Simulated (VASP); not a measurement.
Write the native input for VASP 6.6.1 that does the following.

| Item | Value |
| --- | --- |
| Task | single point |
| Functional | PBEsol |
| Potentials or basis | VASP PAW PBE potentials, release 64 (Au) |
| Cutoff | 520 eV |
| k mesh | 18 × 18 × 10 |
| Occupations | gaussian, width 0.15 eV |
| Spin | no spin polarisation |
| Dipole correction | no |
| Further INCAR settings | ALGO = Fast; EDIFF = 1e-07; NBANDS = 18 |

The structure of Au lies in POSCAR:

```
Au
1.0
    2.9434983866      0.0000000000      0.0000000000
   -1.4717491933      2.5491443788      0.0000000000
    0.0000000000      0.0000000000      4.8068000000
Au
2
Direct
    0.3333333333      0.6666666667      0.7500000000
    0.6666666667      0.3333333333      0.2500000000
```

This isn't the form of Au at room conditions, which is fcc.

This cell differs from its parent crystal: strain +0.015 along x and y, -0.015 along z.

These files were run (other wordings do the same):

INCAR

```
SYSTEM = Au
PREC = Accurate
ENCUT = 520
EDIFF = 1E-7
ISMEAR = 0
SIGMA = 0.15
LREAL = .FALSE.
LASPH = .TRUE.
NELM = 80
ALGO = Fast
ISIF = 2
LWAVE = .FALSE.
LCHARG = .TRUE.
GGA = PS
LELF = .TRUE.
LVHAR = .TRUE.
NBANDS = 18
```

KPOINTS

```
regular mesh
0
G
  18 18 10
  0 0 0
```

Potentials or basis: VASP PAW PBE potentials, release 64 (Au).

Launch:

```console
$ cat potpaw_PBE.64/Au/POTCAR > POTCAR
$ mpirun -np 1 vasp_std > vasp.out
```

It gave:

| Quantity | Value |
| --- | --- |
| Pressure | -8.5 GPa |
| Band gap on the k mesh | zero (bands 11 and 12 overlap by 6.47 eV) |

Caveat: the cell differs from its parent crystal (strain +0.015 along x and y, -0.015 along z); the cell stands under tension; the PAW data sets were made with another functional, which shifts forces and pressure a little; spin-orbit coupling is left out, which moves the levels of the heavy elements.

Wall time 120 s on 1 thread of Intel Xeon 8259CL, with other jobs on the host, peak memory 0.25 GiB.
